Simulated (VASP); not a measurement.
# O2 in VASP: single point with PBEsol

Aim: the single point of O2 with PBEsol.

All numbers are computed with VASP 6.6.1; they aren't measurements. Logs are shortened: lines on timing, memory, paths and dates and some standing lists are left out, and cuts for length are marked.

## Step 1: The cell of the first run

The cell holds a molecule in a box, 2 atoms: a = 9.000 Å, b = 9.500 Å, c = 10.000 Å, α = 90.00°, β = 90.00°, γ = 90.00°.

## Step 2: Single point, PBEsol, collinear spin, ferromagnetic start

Input file INCAR:

```
PREC = Accurate ; ENCUT = 520
EDIFF = 1E-6 ; ISMEAR = -1
SIGMA = 0.02 ; LREAL = False
LASPH = True ; NELM = 150
ALGO = Normal ; ISIF = 2
LWAVE = False ; LCHARG = False
ISPIN = 2 ; MAGMOM = 1 1
LORBIT = 11 ; GGA = PS
NBANDS = 17
```

Input file KPOINTS:

```
regular mesh
0
Gamma
  1 1 1
```

Input file POSCAR:

```
O
1.0
    9.0000000000      0.0000000000      0.0000000000
    0.0000000000      9.5000000000      0.0000000000
    0.0000000000      0.0000000000     10.0000000000
O
2
Direct
    0.5000000000      0.5000000000      0.4395070579
    0.5000000000      0.5000000000      0.5604929421
```

Potentials or basis: VASP PAW PBE potentials, release 64 (O).

The run is started by

```
$ cat potpaw_PBE.64/O/POTCAR > POTCAR
$ mpirun -np 1 vasp_gam > vasp.out
```

OUTCAR:

```text
PREC = Accurate
   ENCUT = 520
   EDIFF = 1E-6
   ISMEAR = -1
   LREAL = False
   LASPH = True
   NELM = 150
   ISIF = 2
   ISPIN = 2
   LORBIT = 11
   GGA = PS

 ion  position               nearest neighbor table
   1  0.500  0.500  0.440-   2 1.21
   2  0.500  0.500  0.560-   1 1.21

  LATTYP: Found a simple orthorhombic cell.
 ALAT       =     9.0000000000
 B/A-ratio  =     1.0555555556
 C/A-ratio  =     1.1111111111

  Lattice vectors:

 A1 = (   9.0000000000,   0.0000000000,   0.0000000000)
 A2 = (   0.0000000000,   9.5000000000,   0.0000000000)
 A3 = (   0.0000000000,   0.0000000000,  10.0000000000)

Analysis of symmetry for initial positions (statically):
=====================================================================
 Subroutine PRICEL returns:
 Original cell was already a primitive cell.

 Routine SETGRP: Setting up the symmetry group for a
 simple orthorhombic supercell.

 Subroutine GETGRP returns: Found  8 space group operations
 (whereof  8 operations were pure point group operations)
 out of a pool of  8 trial point group operations.

The static configuration has the point symmetry D_2h.

Analysis of symmetry for dynamics (positions and initial velocities):
=====================================================================
 Subroutine PRICEL returns:
 Original cell was already a primitive cell.

 Routine SETGRP: Setting up the symmetry group for a
 simple orthorhombic supercell.

 Subroutine GETGRP returns: Found  8 space group operations
 (whereof  8 operations were pure point group operations)
 out of a pool of  8 trial point group operations.

The dynamic configuration has the point symmetry D_2h.

Analysis of structural, dynamic, and magnetic symmetry:
=====================================================================
 Subroutine PRICEL returns:
 Original cell was already a primitive cell.

 Routine SETGRP: Setting up the symmetry group for a
 simple orthorhombic supercell.

 Subroutine GETGRP returns: Found  8 space group operations
 (whereof  8 operations were pure point group operations)
 out of a pool of  8 trial point group operations.

The overall configuration has the point symmetry D_2h.

 Subroutine INISYM returns: Found  8 space group operations
 (whereof  8 operations are pure point group operations),
 and found     1 'primitive' translations

----------------------------------------------------------------------------------------

                                     Primitive cell

  volume of cell :     855.0000

  direct lattice vectors                    reciprocal lattice vectors
     9.000000000  0.000000000  0.000000000     0.111111111  0.000000000  0.000000000
     0.000000000  9.500000000  0.000000000     0.000000000  0.105263158  0.000000000
     0.000000000  0.000000000 10.000000000     0.000000000  0.000000000  0.100000000

  length of vectors
     9.000000000  9.500000000 10.000000000     0.111111111  0.105263158  0.100000000

  position of ions in fractional coordinates (direct lattice)
     0.500000000  0.500000000  0.439507058
     0.500000000  0.500000000  0.560492942

  ion indices of the primitive-cell ions
   primitive index   ion index
                 1           1
                 2           2

----------------------------------------------------------------------------------------

 KPOINTS: regular mesh

Automatic generation of k-mesh.
 Grid dimensions read from file:
 generate k-points for:    1    1    1

 Generating k-lattice:

  Cartesian coordinates                     Fractional coordinates (reciprocal lattice)
     0.111111111  0.000000000  0.000000000     1.000000000  0.000000000  0.000000000
     0.000000000  0.105263158  0.000000000     0.000000000  1.000000000  0.000000000
     0.000000000  0.000000000  0.100000000     0.000000000  0.000000000  1.000000000

  Length of vectors
     0.111111111  0.105263158  0.100000000

  Shift w.r.t. Gamma in fractional coordinates (k-lattice)
     0.000000000  0.000000000  0.000000000

 Subroutine IBZKPT returns following result:
 ===========================================

 Found      1 irreducible k-points:

 Following reciprocal coordinates:
            Coordinates               Weight
  0.000000  0.000000  0.000000      1.000000
   k-points           NKPTS =      1   k-points in BZ     NKDIM =      1   number of bands    NBANDS=     17
   number of dos      NEDOS =    301   number of ions     NIONS =      2
   total plane-waves  NPLWV = 403200
   dimension x,y,z NGX =    70 NGY =   72 NGZ =   80
   dimension x,y,z NGXF=   140 NGYF=  144 NGZF=  160
   ions per type =               2
   NGX,Y,Z   is equivalent  to a cutoff of  12.93, 12.60, 13.30 a.u.
   NGXF,Y,Z  is equivalent  to a cutoff of  25.86, 25.20, 26.60 a.u.
 SYSTEM =  unknown system
   PREC   = accura    normal or accurate (medium, high low for compatibility)
   ISTART =      0    job   : 0-new  1-cont  2-samecut
   ICHARG =      2    charge: 1-file 2-atom 10-const
   ISPIN  =      2    spin polarized calculation?
   LNONCOLLINEAR =      F non collinear calculations
   LSORBIT =      F    spin-orbit coupling
   LASPH  =      T    aspherical Exc in radial PAW
   ENCUT  =  520.0 eV  38.22 Ry    6.18 a.u.  16.73 17.66 18.59*2*pi/ulx,y,z
   NELM   =    150;   NELMIN=  2; NELMDL= -5     # of ELM steps
   EDIFF  = 0.1E-05   stopping-criterion for ELM
   LREAL  =      F    real-space projection
   EDIFFG = 0.1E-04   stopping-criterion for IOM
   NSW    =      0    number of steps for IOM
   IBRION =     -1    ionic relax: 0-MD 1-quasi-New 2-CG
   NFREE  =      0    steps in history (QN), initial steepest desc. (CG)
   ISIF   =      2    stress and relaxation
   ISYM   =      2    0-nonsym 1-usesym 2-fastsym
   POTIM  = 0.5000    time-step for ionic-motion
   TEBEG  =    0.0;   TEEND  =   0.0 temperature during run
   PSTRESS=    0.0 pullay stress
   NELECT =      12.0000    total number of electrons
   NUPDOWN=      -1.0000    fix difference up-down
   EMIN   =  10.00;   EMAX   =-10.00  energy-range for DOS
   EFERMI =   0.00;   METHOD = LEGACY
   ISMEAR =    -1;   SIGMA  =   0.02  broadening in eV -4-tet -1-fermi 0-gaus
   EFERMI_NEDOS =   21; number of points for ismear=-14 and -15
   IALGO  =     38    algorithm
   IMIX   =      4    mixing-type and parameters
     AMIX     =   0.40;   BMIX     =  1.00
     AMIX_MAG =   1.60;   BMIX_MAG =  1.00
  volume/ion in A,a.u.               =     427.50      2884.91
  Fermi-wavevector in a.u.,A,eV,Ry     =   0.394893  0.746240  2.121703  0.155941
  Thomas-Fermi vector in A             =   1.339966
   LORBIT       =     11    0 simple, 1 ext, 2 COOP (PROOUT), +10 PAW based schemes
   GGA     = PS    functional components
   LHFCALC =     F    Hartree Fock is set to
   AEXX    =    0.0000 exact exchange contribution
   IVDW    =     0    specifies the selected vdW correction
   LEPSILON=     F    determine dielectric tensor
   LRPA    =     F    only Hartree local field effects (RPA)
 spin polarized calculation
  energy-cutoff  :      520.00
  volume of cell :      855.00
 maximum number of plane-waves:     11510
 NGX is ok and might be reduce to    70
   NGX = 33   NGY = 35   NGZ = 37

 number of electron      12.0000002 magnetization       2.0000001

 Free energy of the ion-electron system (eV)
  ---------------------------------------------------
  ext. energy  EPLUGINS =         0.00000000
  ---------------------------------------------------
  free energy    TOTEN  =       -10.26591633 eV

  energy without entropy =      -10.26591633  energy(sigma->0) =      -10.26591633

 E-fermi :  -6.1258     XC(G=0):  -0.6179

 val. band max:       -6.6227770755   @ k =   0.0000   0.0000   0.0000
 cond. band min:      -4.3593704359   @ k =   0.0000   0.0000   0.0000
 fundamental gap:      2.2634066396
 Fermi energy:        -6.1257893386

 spin component 1

 k-point     1 :       0.0000    0.0000    0.0000
  band No.  band energies     occupation
      1     -32.8669      1.00000
      2     -20.2069      1.00000
      3     -13.3777      1.00000
      4     -13.3777      1.00000
      5     -13.3622      1.00000
      6      -6.6228      1.00000
[... 9 lines left out ...]
     16       2.8073      0.00000
     17       2.8985      0.00000
 Fermi energy:        -6.1257893386

 spin component 2

 k-point     1 :       0.0000    0.0000    0.0000
  band No.  band energies     occupation
      1     -31.6189      1.00000
      2     -18.4266      1.00000
      3     -12.3314      1.00000
      4     -11.5408      1.00000
      5     -11.5408      1.00000
      6      -4.3594      0.00000
[... 9 lines left out ...]
     16       2.9745      0.00000
     17       2.9841      0.00000

------------------------ aborting loop because EDIFF is reached ----------------------------------------

  FORCE on cell =-STRESS in cart. coord.  units (eV):
  Direction    XX          YY          ZZ          XY          YZ          ZX
  --------------------------------------------------------------------------------------
  -------------------------------------------------------------------------------------
  Total       -0.0728765     -0.0726624      1.6063825     -0.0000000      0.0000000      0.0000000
  in kB       -0.1365627     -0.1361615      3.0101867     -0.0000000      0.0000000      0.0000000
  external PRESSURE =       0.9124875 kB  Pullay stress =       0.0000000 kB

 VOLUME and BASIS-vectors are now :
 -----------------------------------------------------------------------------
  energy-cutoff  :      520.00
  volume of cell :      855.00
      direct lattice vectors                 reciprocal lattice vectors
     9.000000000  0.000000000  0.000000000     0.111111111  0.000000000  0.000000000
     0.000000000  9.500000000  0.000000000     0.000000000  0.105263158  0.000000000
     0.000000000  0.000000000 10.000000000     0.000000000  0.000000000  0.100000000

 POSITION                                       TOTAL-FORCE (eV/Angst)
 -----------------------------------------------------------------------------------
      4.50000      4.75000      4.39507         0.000000      0.000000     -1.394355
      4.50000      4.75000      5.60493         0.000000      0.000000      1.394355
 -----------------------------------------------------------------------------------
    total drift:                                0.000000      0.000000     -0.000000

  FREE ENERGIE OF THE ION-ELECTRON SYSTEM (eV)
  ---------------------------------------------------
  free  energy   TOTEN  =       -10.2659163336 eV

  energy  without entropy=      -10.2659163336  energy(sigma->0) =      -10.26591633

 total charge

# of ion       s       p       d       tot
------------------------------------------
    1        1.609   3.308   0.000   4.917
    2        1.609   3.308   0.000   4.917
--------------------------------------------------
tot          3.218   6.616   0.000   9.834

 magnetization (x)

# of ion       s       p       d       tot
------------------------------------------
    1        0.009   0.797   0.000   0.806
    2        0.009   0.797   0.000   0.806
--------------------------------------------------
tot          0.018   1.594   0.000   1.612
```

Run time: 3 min. Hardware: 1 thread of AMD EPYC 7R13, shared host; peak memory 1 GiB.

Results:

| Quantity | Value |
| --- | --- |
| Free energy | -10.2659 eV |
| Largest force | 1.394 eV/Å |
| Gap between the frontier levels | 2.26 eV |
| Net moment | 2.00 μB per cell |
| Site moments | O +0.81 μB |
| Valence electrons inside the program's atomic spheres | O 4.92 |

Forces on the atoms (eV/Å):
```
O    0.000  0.000 -1.394
O    0.000  0.000  1.394
```

Levels at points of the mesh, in eV from the valence-band top:
Spin up:
```tsv
k point	band 4	band 5	band 6	band 7	band 8	band 9	band 10	band 11
(0.00, 0.00, 0.00)	-6.75	-6.74	0.00	0.00	6.36	7.58	7.91	7.92
```
Spin down:
```tsv
k point	band 2	band 3	band 4	band 5	band 6	band 7	band 8	band 9
(0.00, 0.00, 0.00)	-11.80	-5.71	-4.92	-4.92	2.26	2.26	6.47	7.80
```

Caveat: the standard files for N, O and F lose accuracy on very short bonds; the PAW data sets were made with another functional, which shifts forces and pressure a little.
